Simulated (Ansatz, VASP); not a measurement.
# One calculation of Pt, two programs

```xyz
1
Lattice="0.0000 1.9468 1.9468 1.9468 0.0000 1.9468 1.9468 1.9468 0.0000" Properties=species:S:1:pos:R:3 pbc="T T T"
Pt    0.0000    0.0000    0.0000
```

Alike in both runs: task single point; functional LDA; k mesh 18 × 18 × 18; occupations gaussian, width 0.05 eV; no spin polarisation.

|  | VASP | Ansatz |
| --- | --- | --- |
| version | VASP 6.6.1 | Ansatz 0.2.0 |
| potentials or method | VASP PAW LDA potentials, release 64 (Pt), cutoff 520 eV | scalar-relativistic, plane waves, PAW |
| valence electrons in the cell | 10 | 18 |

|  | VASP | Ansatz | Ansatz less VASP |
| --- | --- | --- | --- |
| pressure (GPa) | 0.7 | -0.1 | -0.77 |

LDA's correlation is that of Perdew and Zunger in VASP and of Perdew and Wang (1992) in Ansatz. VASP's potentials hold 10 valence electrons a cell and Ansatz's 18, so a difference there can come from the potentials and not from the codes.

Spin-orbit coupling is off throughout.
